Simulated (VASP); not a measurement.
Ni:

```xyz
2
Lattice="0.0000 -1.7711 -1.7711 -3.5421 -1.7711 -1.7711 0.0000 1.7711 -1.7711" Properties=species:S:1:pos:R:3 pbc="T T T"
Ni    0.0000    0.0000    0.0000
Ni   -1.7711    0.0000   -1.7711
```

Base run:

* Program: VASP 6.6.1
* Functional: PBE
* Potentials or basis: VASP PAW PBE potentials, release 64 (Ni)
* Cutoff: 520 eV
* k mesh: 12 × 7 × 10
* Occupations: fermi-dirac, width 0.1 eV
* Spin: collinear spin
* Starting moments: [0.06, 0.06] μB

Its results: pressure -4.3 GPa; net moment 0.00 μB per cell.

Task: The run is repeated on the same cell with these changes: moments at the start from [0.06, 0.06] to [2.0, 0.0]. What comes out?

Result: Pressure -3.3 GPa; net moment 1.26 μB per cell; site moments Ni +0.65 μB.

Caveats: the cell stands under tension.
